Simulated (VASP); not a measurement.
Here is a VASP 6.6.1 calculation.

Contents of INCAR:

```
PREC = Accurate
ENCUT = 520
EDIFF = 1E-6
ISMEAR = 0
SIGMA = 0.05
LREAL = F
LASPH = T
NELM = 80
ALGO = Normal
ISIF = 2
LWAVE = F
LCHARG = T
GGA = PE
LELF = T
LVHAR = T
NBANDS = 26
```

The input KPOINTS:

```
Automatic mesh
0
Gamma
  8 6 4
```

Contents of POSCAR:

```
AlN
1.0
   -1.6567491617      2.8695737234      0.0000000000
    0.0000000000      0.0000000000      4.1874629526
    4.9702474850      2.8695737234      0.0000000000
Al N
4 4
Direct
    0.6887662955      0.7500000000      0.1535362143
    0.0000000000      0.7500000000      0.6666666667
    0.0000000000      0.2500000000      0.3333333333
    0.5000000000      0.2500000000      0.8333333333
    0.5000000000      0.2500000000      0.1666666667
    0.0000000000      0.2500000000      0.6666666667
    0.0000000000      0.7500000000      0.3333333333
    0.5000000000      0.7500000000      0.8333333333
```

Potentials or basis: VASP PAW PBE potentials, release 64 (Al, N).

Command:

```bash
$ cat potpaw_PBE.64/Al/POTCAR potpaw_PBE.64/N/POTCAR > POTCAR
$ mpirun -np 1 vasp_std > vasp.out
```

Q: Predict the largest force.

A: 18.644 eV/Å.

Q: Estimate the pressure.

A: 15.2 GPa.

Q: Estimate the band gap on the k mesh.

A: 2.67 eV.

Forces in eV/Å, atoms in the order of the input:
```
Al   -2.238 -18.510   0.000
Al   -0.851  -0.183   0.000
Al   -0.086   1.158   0.000
Al    0.276  -0.220   0.000
N    -0.985   1.013   0.000
N     0.013   0.057   0.000
N     4.088  15.863   0.000
N    -0.217   0.820   0.000
```

Caveat: the cell differs from its parent crystal (atom 1 (Al) moved by -0.378 Å along [1 0 0] and +0.504 Å along [1 2 0]); the cell stands under pressure; forces of over 1 eV/Å act on the atoms, so gaps and moduli don't describe the material at rest.
